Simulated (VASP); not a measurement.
Wanted: the native input for a VASP 6.6.1 run.

- Task: single point
- Functional: PBE
- Potentials or basis: VASP PAW PBE potentials, release 64 (Li_sv, Br)
- Cutoff: 750 eV
- k mesh: 8 × 8 × 8
- Occupations: gaussian, width 0.01 eV
- Spin: no spin polarisation
- Dipole correction: no
- Further INCAR settings: ALGO = Normal; EDIFF = 1e-06; NBANDS = 12

The structure of LiBr lies in POSCAR:

```
LiBr
1.0
    0.0000000000      2.7395650427      2.7395650427
    2.7395650427      0.0000000000      2.7395650427
    2.7395650427      2.7395650427      0.0000000000
Li Br
1 1
Direct
    0.0000000000      0.0000000000      0.0000000000
    0.5000000000      0.5000000000      0.5000000000
```

The input as run:

INCAR

```
SYSTEM = LiBr
ALGO     = Normal         ! electronic algorithm
EDIFF    = 1E-6           ! SCF threshold, eV
ENCUT    = 750            ! plane-wave cutoff, eV
GGA      = PE             ! functional
GGA_COMPAT= .FALSE.      
ISIF     = 2              ! what is computed and relaxed
ISMEAR   = 0              ! smearing method
LASPH    = .TRUE.         ! aspherical terms in the spheres
LCHARG   = .TRUE.         ! write CHGCAR
LELF     = .TRUE.         ! ELF
LREAL    = .FALSE.        ! projectors in reciprocal space
LVHAR    = .TRUE.       
LWAVE    = .FALSE.        ! write WAVECAR
NBANDS   = 12             ! bands
NELM     = 120            ! most SCF steps
PREC     = Accurate       ! precision mode
SIGMA    = 0.01           ! smearing width, eV
```

KPOINTS

```
k-points
0
G
  8 8 8
  0 0 0
```

Potentials or basis: VASP PAW PBE potentials, release 64 (Li_sv, Br).

The run is started by

```sh
$ cat potpaw_PBE.64/Li_sv/POTCAR potpaw_PBE.64/Br/POTCAR > POTCAR
$ mpirun -np 1 vasp_std > vasp.out
```

It gave:

```yaml
Pressure: 0.4 GPa
Band_gap_on_the_k_mesh: 4.99 eV
```

Wall time 29 s on 1 thread of Intel Xeon 8259CL, on a shared host, peak memory 0.21 GiB.
